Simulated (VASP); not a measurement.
# C (Im-3m) in VASP: relaxation of cell and atoms with PBEsol

Aim: the relaxation of cell and atoms of C with PBEsol.

Program: VASP 6.6.1. These are calculated values, not measurements. Logs are shortened: lines on timing, memory, paths and dates and some standing lists are left out, and cuts for length are marked.

**1. The cell of the first run**

The structure is cubic, space group Im-3m (No. 229). The conventional cell has a = 2.351 Å, b = 2.351 Å, c = 2.351 Å, α = 90.00°, β = 90.00°, γ = 90.00°. Within 2.7 Å of C (site symmetry m-3m) lie 14 C at 2.04 to 2.35 Å.

**2. Relaxation of cell and atoms, PBEsol**

File INCAR:

```
SYSTEM = C
ALGO = Normal
EDIFF = 1E-6
EDIFFG = -0.005
ENCUT = 600
GGA = PS
IBRION = 2
ISIF = 3
ISMEAR = -1
LASPH = .TRUE.
LCHARG = .FALSE.
LREAL = .FALSE.
LWAVE = .FALSE.
NELM = 100
NSW = 60
PREC = Accurate
SIGMA = 0.08
```

File KPOINTS:

```
k-points
0
G
  22 22 22
  0 0 0
```

File POSCAR:

```
C
1.0
   -1.1756673439      1.1756673439      1.1756673439
    1.1756673439     -1.1756673439      1.1756673439
    1.1756673439      1.1756673439     -1.1756673439
C
1
Direct
    0.0000000000      0.0000000000      0.0000000000
```

Potentials or basis: VASP PAW PBE potentials, release 64 (C).

Launch:

```bash
$ cat potpaw_PBE.64/C/POTCAR > POTCAR
$ mpirun -np 1 vasp_std > vasp.out
```

OUTCAR:

```text
SYSTEM = C
   EDIFF = 1E-6
   EDIFFG = -0.005
   ENCUT = 600
   GGA = PS
   IBRION = 2
   ISIF = 3
   ISMEAR = -1
   LASPH = .TRUE.
   LREAL = .FALSE.
   NELM = 100
   NSW = 60
   PREC = Accurate

 ion  position               nearest neighbor table
   1  0.000  0.000  0.000-

  LATTYP: Found a body centered cubic cell.
 ALAT       =     2.3513346878

  Lattice vectors:

 A1 = (  -1.1756673439,   1.1756673439,   1.1756673439)
 A2 = (   1.1756673439,  -1.1756673439,   1.1756673439)
 A3 = (   1.1756673439,   1.1756673439,  -1.1756673439)

Analysis of symmetry for initial positions (statically):
=====================================================================
 Subroutine PRICEL returns:
 Original cell was already a primitive cell.

 Routine SETGRP: Setting up the symmetry group for a
 body centered cubic supercell.

 Subroutine GETGRP returns: Found 48 space group operations
 (whereof 48 operations were pure point group operations)
 out of a pool of 48 trial point group operations.

The static configuration has the point symmetry O_h .

Analysis of symmetry for dynamics (positions and initial velocities):
=====================================================================
 Subroutine PRICEL returns:
 Original cell was already a primitive cell.

 Routine SETGRP: Setting up the symmetry group for a
 body centered cubic supercell.

 Subroutine GETGRP returns: Found 48 space group operations
 (whereof 48 operations were pure point group operations)
 out of a pool of 48 trial point group operations.

The dynamic configuration has the point symmetry O_h .

 Subroutine INISYM returns: Found 48 space group operations
 (whereof 48 operations are pure point group operations),
 and found     1 'primitive' translations

----------------------------------------------------------------------------------------

                                     Primitive cell

  volume of cell :       6.5000

  direct lattice vectors                    reciprocal lattice vectors
    -1.175667344  1.175667344  1.175667344     0.000000000  0.425290370  0.425290370
     1.175667344 -1.175667344  1.175667344     0.425290370  0.000000000  0.425290370
     1.175667344  1.175667344 -1.175667344     0.425290370  0.425290370  0.000000000

  length of vectors
     2.036315572  2.036315572  2.036315572     0.601451410  0.601451410  0.601451410

  position of ions in fractional coordinates (direct lattice)
     0.000000000  0.000000000  0.000000000

  ion indices of the primitive-cell ions
   primitive index   ion index
                 1           1

----------------------------------------------------------------------------------------

 KPOINTS: k-points

Automatic generation of k-mesh.
 Grid dimensions read from file:
 generate k-points for:   22   22   22

 Generating k-lattice:

  Cartesian coordinates                     Fractional coordinates (reciprocal lattice)
     0.000000000  0.019331380  0.019331380     0.045454545  0.000000000  0.000000000
     0.019331380  0.000000000  0.019331380     0.000000000  0.045454545  0.000000000
     0.019331380  0.019331380  0.000000000     0.000000000  0.000000000  0.045454545

  Length of vectors
     0.027338700  0.027338700  0.027338700

  Shift w.r.t. Gamma in fractional coordinates (k-lattice)
     0.000000000  0.000000000  0.000000000

 Subroutine IBZKPT returns following result:
 ===========================================

 Found    328 irreducible k-points:

 Following reciprocal coordinates:
            Coordinates               Weight
  0.000000  0.000000  0.000000      1.000000
  0.045455  0.000000  0.000000     12.000000
  0.090909  0.000000  0.000000     12.000000
  0.136364  0.000000  0.000000     12.000000
  0.181818  0.000000  0.000000     12.000000
  0.227273  0.000000  0.000000     12.000000
[... 16 lines left out ...]
  0.090909  0.090909  0.000000     24.000000
  0.136364  0.090909  0.000000     48.000000
 [... further k-points ...]
   k-points           NKPTS =    328   k-points in BZ     NKDIM =    328   number of bands    NBANDS=      6
   number of dos      NEDOS =    301   number of ions     NIONS =      1
   total plane-waves  NPLWV =   4096
   dimension x,y,z NGX =    16 NGY =   16 NGZ =   16
   dimension x,y,z NGXF=    32 NGYF=   32 NGZF=   32
   ions per type =               1
   NGX,Y,Z   is equivalent  to a cutoff of  13.06, 13.06, 13.06 a.u.
   NGXF,Y,Z  is equivalent  to a cutoff of  26.12, 26.12, 26.12 a.u.
 SYSTEM =  C
   PREC   = accura    normal or accurate (medium, high low for compatibility)
   ISTART =      0    job   : 0-new  1-cont  2-samecut
   ICHARG =      2    charge: 1-file 2-atom 10-const
   ISPIN  =      1    spin polarized calculation?
   LNONCOLLINEAR =      F non collinear calculations
   LSORBIT =      F    spin-orbit coupling
   LASPH  =      T    aspherical Exc in radial PAW
   ENCUT  =  600.0 eV  44.10 Ry    6.64 a.u.   4.07  4.07  4.07*2*pi/ulx,y,z
   NELM   =    100;   NELMIN=  2; NELMDL= -5     # of ELM steps
   EDIFF  = 0.1E-05   stopping-criterion for ELM
   LREAL  =      F    real-space projection
   EDIFFG = -.5E-02   stopping-criterion for IOM
   NSW    =     60    number of steps for IOM
   IBRION =      2    ionic relax: 0-MD 1-quasi-New 2-CG
   NFREE  =      1    steps in history (QN), initial steepest desc. (CG)
   ISIF   =      3    stress and relaxation
   ISYM   =      2    0-nonsym 1-usesym 2-fastsym
   POTIM  = 0.5000    time-step for ionic-motion
   TEBEG  =    0.0;   TEEND  =   0.0 temperature during run
   PSTRESS=    0.0 pullay stress
   NELECT =       4.0000    total number of electrons
   NUPDOWN=      -1.0000    fix difference up-down
   EMIN   =  10.00;   EMAX   =-10.00  energy-range for DOS
   EFERMI =   0.00;   METHOD = LEGACY
   ISMEAR =    -1;   SIGMA  =   0.08  broadening in eV -4-tet -1-fermi 0-gaus
   EFERMI_NEDOS =   21; number of points for ismear=-14 and -15
   IALGO  =     38    algorithm
   IMIX   =      4    mixing-type and parameters
     AMIX     =   0.40;   BMIX     =  1.00
     AMIX_MAG =   1.60;   BMIX_MAG =  1.00
  volume/ion in A,a.u.               =       6.50        43.86
  Fermi-wavevector in a.u.,A,eV,Ry     =   1.392485  2.631414 26.381875  1.939013
  Thomas-Fermi vector in A             =   2.516223
   LORBIT       =      0    0 simple, 1 ext, 2 COOP (PROOUT), +10 PAW based schemes
   GGA     = PS    functional components
   LHFCALC =     F    Hartree Fock is set to
   AEXX    =    0.0000 exact exchange contribution
   IVDW    =     0    specifies the selected vdW correction
   LEPSILON=     F    determine dielectric tensor
   LRPA    =     F    only Hartree local field effects (RPA)
 conjugate gradient relaxation of ions
 non-spin polarized calculation
  energy-cutoff  :      600.00
  volume of cell :        6.50
 maximum number of plane-waves:       236
   NGX =  9   NGY =  9   NGZ =  9

--------------------------------------- Ionic step        1  -------------------------------------------

 number of electron       4.0000000 magnetization

 Free energy of the ion-electron system (eV)
  ---------------------------------------------------
  ext. energy  EPLUGINS =         0.00000000
  ---------------------------------------------------
  free energy    TOTEN  =        -5.43266017 eV

  energy without entropy =       -5.42513312  energy(sigma->0) =       -5.42889664

------------------------ aborting loop because EDIFF is reached ----------------------------------------

  FORCE on cell =-STRESS in cart. coord.  units (eV):
  Direction    XX          YY          ZZ          XY          YZ          ZX
  --------------------------------------------------------------------------------------
  -------------------------------------------------------------------------------------
  Total       -0.1006629     -0.1006629     -0.1006629     -0.0000000      0.0000000      0.0000000
  in kB      -24.8122792    -24.8122792    -24.8122792     -0.0000000      0.0000000      0.0000000
  external PRESSURE =     -24.8122792 kB  Pullay stress =       0.0000000 kB
[... 55 lines left out ...]
  energy  without entropy=       -5.4259525599  energy(sigma->0) =       -5.42959381

--------------------------------------- Ionic step        3  -------------------------------------------

 number of electron       4.0000000 magnetization

 Free energy of the ion-electron system (eV)
  ---------------------------------------------------
  ext. energy  EPLUGINS =         0.00000000
  ---------------------------------------------------
  free energy    TOTEN  =        -5.43326455 eV

  energy without entropy =       -5.42594138  energy(sigma->0) =       -5.42960296

 E-fermi :   9.0290     XC(G=0): -13.4105

 val. band max:        8.9755199057   @ k =  -0.4545  -0.4545   0.1818
 cond. band min:       9.0366831120   @ k =  -0.3636   0.3636   0.3182
 fundamental gap:      0.0611632063
 Fermi energy:         9.0290199252

 k-point     1 :       0.0000    0.0000    0.0000
  band No.  band energies     occupation
      1     -11.1391      2.00000
      2      18.5395      0.00000
      3      18.5395      0.00000
      4      18.5395      0.00000
      5      42.8780      0.00000
      6      42.8780      0.00000

 k-point     2 :       0.0455    0.0000    0.0000
  band No.  band energies     occupation
      1     -11.0440      2.00000
      2      18.3047      0.00000
      3      18.4011      0.00000
      4      18.5111      0.00000
      5      42.1316      0.00000
      6      42.1375      0.00000
[... 190 lines left out ...]
 k-point    24 :       0.1364    0.0909    0.0000
  band No.  band energies     occupation
      1      -9.3381      2.00000
      2      14.6716      0.00000
      3      16.3170      0.00000
      4      17.6790      0.00000
      5      35.5933      0.00000
      6      36.8071      0.00000

 [... further k-points ...]

------------------------ aborting loop because EDIFF is reached ----------------------------------------

  FORCE on cell =-STRESS in cart. coord.  units (eV):
  Direction    XX          YY          ZZ          XY          YZ          ZX
  --------------------------------------------------------------------------------------
  -------------------------------------------------------------------------------------
  Total       -0.0004687     -0.0004687     -0.0004687      0.0000000      0.0000000      0.0000000
  in kB       -0.1169061     -0.1169061     -0.1169061      0.0000000      0.0000000      0.0000000
  external PRESSURE =      -0.1169061 kB  Pullay stress =       0.0000000 kB
[... 16 lines left out ...]
  FREE ENERGIE OF THE ION-ELECTRON SYSTEM (eV)
  ---------------------------------------------------
  free  energy   TOTEN  =        -5.4332645509 eV

  energy  without entropy=       -5.4259413789  energy(sigma->0) =       -5.42960296

 reached required accuracy - stopping structural energy minimisation
```

It took 14 s on 1 thread of Intel Xeon 8259CL, shared host; peak memory 0.12 GiB.

What came out:

- Free energy: -5.4333 eV
- Relaxed volume: 6.42 Å³/atom
- Relaxed cell: a = 2.028 Å, b = 2.028 Å, c = 2.028 Å, α = 109.47°, β = 109.47°, γ = 109.47°
- Space group after relaxing (to 0.1 Å): Im-3m (No. 229)
- Energy gained by relaxing: 0.6 meV/atom
- Ionic steps: 3
- Pressure after relaxing: 0.0 GPa
- Band gap on the k mesh: zero (bands 2 and 3 overlap by 14.76 eV)

Step by step:
```
step  energy change (eV)  largest force (eV/Å)  pressure (GPa)  volume (Å³)
   1              0.0000                0.0000           -2.48         6.50
   2             -0.0006                0.0000            0.58         6.41
   3             -0.0006                0.0000           -0.01         6.42
```

Final structure:
```
C
1.0
    -1.17100    1.17100    1.17100
     1.17100   -1.17100    1.17100
     1.17100    1.17100   -1.17100
C
1
Cartesian
  0.0000 0.0000 0.0000
```

Caveat: the PAW data sets were made with another functional, which shifts forces and pressure a little.
